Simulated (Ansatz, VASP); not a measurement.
# One calculation of Sr, two programs

```
CELL_PARAMETERS angstrom
4.31000 0.00000 0.00000
-2.15500 3.73257 0.00000
0.00000 0.00000 7.05000
ATOMIC_POSITIONS crystal
Sr 0.33333 0.66667 0.25000
Sr 0.66667 0.33333 0.75000
```

Alike in both runs: task relaxation of cell and atoms; functional LDA; k mesh 12 × 12 × 6; occupations gaussian, width 0.1 eV; no spin polarisation.

|  | VASP | Ansatz |
| --- | --- | --- |
| version | VASP 6.6.1 | Ansatz 0.2.0 |
| potentials or method | VASP PAW LDA potentials, release 64 (Sr_sv), cutoff 600 eV | scalar-relativistic, plane waves, PAW |
| valence electrons in the cell | 20 | 20 |

VASP gave:

```
gap on the k mesh at the Fermi level, each at its own relaxed structure (eV) : none
relaxed volume (Å³/atom)                                                     : 48.78
relaxed cell length with the largest relative difference (Å)                 : 4.098
```

Task: Estimate Ansatz's values.

Result: gap on the k mesh at the Fermi level, each at its own relaxed structure (eV): none; relaxed volume (Å³/atom): 48.94; relaxed cell length with the largest relative difference (Å): 4.102.

LDA's correlation is that of Perdew and Zunger in VASP and of Perdew and Wang (1992) in Ansatz. A gap of «none» marks a metal or a gap that the smearing closes.
